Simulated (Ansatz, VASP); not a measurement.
# One calculation of TiSe, two programs

```xyz
4
Lattice="3.3393 0.0000 0.0000 -1.6697 2.8920 0.0000 0.0000 0.0000 6.6666" Properties=species:S:1:pos:R:3 pbc="T T T"
Ti    0.0000    0.0000    0.0000
Ti    0.0000    0.0000    3.3333
Se    0.0000    1.9280    1.6666
Se    1.6697    0.9640    4.9999
```

Alike in both runs: functional LDA; k mesh 9 × 9 × 4; no spin polarisation.

Ansatz relaxed the structure, and its values are those at the end. VASP's run is a single point on that final structure, the one shown.

|  | VASP | Ansatz |
| --- | --- | --- |
| version | VASP 6.6.1 | Ansatz 0.2.0 |
| potentials or method | VASP PAW LDA potentials, release 64 (Ti_sv, Se), cutoff 520 eV | plane waves, PAW |
| occupations | fermi-dirac, width 0.1 eV | fermi-dirac |
| valence electrons in the cell | 36 | 56 |

Ansatz gave:

| Quantity | Value |
| --- | --- |
| pressure (GPa) | 0.0 |

Problem. Estimate VASP's values.

Solution. Pressure (GPa): 0.5.

LDA's correlation is that of Perdew and Zunger in VASP and of Perdew and Wang (1992) in Ansatz. VASP's potentials hold 36 valence electrons a cell and Ansatz's 56, so a difference there can come from the potentials and not from the codes. Ansatz's warnings: force scf threshold loose, stress scf threshold loose.
